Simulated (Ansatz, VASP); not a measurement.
# Two plane-wave programs on FePt

```
Pt Fe
1.0
     2.70522    0.00000    0.00000
     0.00000    2.70522    0.00000
     0.00000    0.00000    3.69503
Pt Fe
1 1
Direct
  0.50000 0.50000 0.50000
  0.00000 0.00000 0.00000
```

Alike in both runs: task single point; functional r2SCAN; k mesh 10 × 10 × 7; occupations fermi-dirac, width 0.05 eV; collinear spin.

|  | VASP | Ansatz |
| --- | --- | --- |
| version | VASP 6.6.1 | Ansatz 0.2.0 |
| potentials or method | VASP PAW PBE potentials, release 64 (Pt, Fe) | Ansatz PAW |
| plane-wave cutoff (eV) | 520 | 500 |
| valence electrons in the cell | 18 | 34 |

```tsv
	VASP	Ansatz	Ansatz less VASP
gap on the k mesh at the Fermi level (eV)	none	none	-
pressure (GPa)	7.3	7.1	-0.18
traceless stress, the component that is largest in VASP (GPa)	-1.08	-1.07	+0.013
net moment per atom (μB)	1.78	1.79	+0.007
size of the moment on the site where the two differ most (μB)	0.35	0.43	+0.077
```

VASP's potentials were made for PBE, not for r2SCAN. Site moments also hang on the region over which each program counts them. A gap of «none» marks a metal or a gap that the smearing closes. With one functional, cell and mesh, what is left measures potentials, basis and numerics. VASP's potentials hold 18 valence electrons a cell and Ansatz's 34, so a difference there can come from the potentials and not from the codes.

Spin-orbit coupling is off throughout. Noted on Ansatz's run: the magnetic or orbital state may not be the lowest.
